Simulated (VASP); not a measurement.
FeO (Wuestite):

```
CELL_PARAMETERS angstrom
1.51882 0.87689 2.51958
-1.51882 0.87689 2.51958
0.00000 -1.75378 2.51958
ATOMIC_POSITIONS crystal
Fe 0.00000 0.00000 0.00000
O 0.50000 0.50000 0.50000
```

* Program: VASP 6.6.1
* Task: relaxation of cell and atoms
* Functional: revPBE
* Dispersion: D4
* Potentials or basis: VASP PAW PBE potentials, release 64 (Fe, O)
* Cutoff: 600 eV
* k mesh: 11 × 11 × 11
* Occupations: fermi-dirac, width 0.05 eV
* Spin: collinear spin, ferromagnetic start
* Starting moments: [3.0, 0.0] μB

At the start: pressure -5.7 GPa; volume 10.07 Å³/atom.

Where does the relaxation end?

Over 16 steps the energy falls by 5.5 meV/atom and the volume is 9.84 Å³/atom (-2.2 %); space group Fm-3m (No. 225, to 0.05 Å); moment 4.00 μB per cell.

The path:
```
step  energy change (eV)  largest force (eV/Å)  pressure (GPa)  volume (Å³)
   1              0.0000                0.0000           -5.67        20.13
   2              0.3550                0.0000            6.72        19.11
   3             -0.0082                0.0000           30.94        19.65
   4             -0.0026                0.0000           -5.05        20.06
   5             -0.0080                0.0000           -3.26        19.85
   6             -0.0098                0.0000           -2.33        19.75
   7             -0.0104                0.0000           -1.02        19.70
   8             -0.0103                0.0000            3.65        19.67
   9             -0.0105                0.0000           -0.21        19.69
  10             -0.0106                0.0000           -0.18        19.69
  11             -0.0109                0.0000            0.02        19.69
  12             -0.0108                0.0000            1.35        19.68
  13             -0.0110                0.0000            0.37        19.68
  14             -0.0105                0.0000           -2.16        19.74
  15             -0.0109                0.0000           -0.60        19.69
  16             -0.0110                0.0000           -0.06        19.69
```

Final structure:
```xyz
2
Lattice="1.5149 0.8746 2.4763 -1.5149 0.8746 2.4763 0.0000 -1.7492 2.4763" Properties=species:S:1:pos:R:3 pbc="T T T"
Fe    0.0000    0.0000    0.0000
O     0.0000    0.0000    3.7145
```

The cell as given is a measured one (10.07 Å³/atom); revPBE+D4 puts the equilibrium volume -2.2 % from it, thermal expansion not counted.

Caveat: the PAW data sets were made with another functional, which shifts forces and pressure a little; a cell with one magnetic atom can't hold antiferromagnetic order, which such compounds often take; pairwise dispersion overbinds metals, which lowers pressure and volume.
